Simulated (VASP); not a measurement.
Input of a VASP 6.6.1 run:

Contents of INCAR:

```
SYSTEM = Sb
PREC = Accurate
ENCUT = 520
EDIFF = 1E-7
ISMEAR = 0
SIGMA = 0.1
LREAL = .FALSE.
LASPH = .TRUE.
NELM = 60
ALGO = Normal
ISIF = 2
LWAVE = .FALSE.
LCHARG = .FALSE.
GGA = PS
NBANDS = 8
```

KPOINTS

```
Automatic mesh
0
G
  16 16 16
  0 0 0
```

The input POSCAR:

```
Sb
1.0
    0.0000000000      2.3566572004      2.3566572004
    2.3566572004      0.0000000000      2.3566572004
    2.3566572004      2.3566572004      0.0000000000
Sb
1
Direct
    0.0000000000      0.0000000000      0.0000000000
```

Potentials or basis: VASP PAW PBE potentials, release 64 (Sb).

Run with:

```bash
$ cat potpaw_PBE.64/Sb/POTCAR > POTCAR
$ mpirun -np 1 vasp_std > vasp.out
```

What does it give for the pressure?

0.0 GPa.

Caveat: the PAW data sets were made with another functional, which shifts forces and pressure a little.
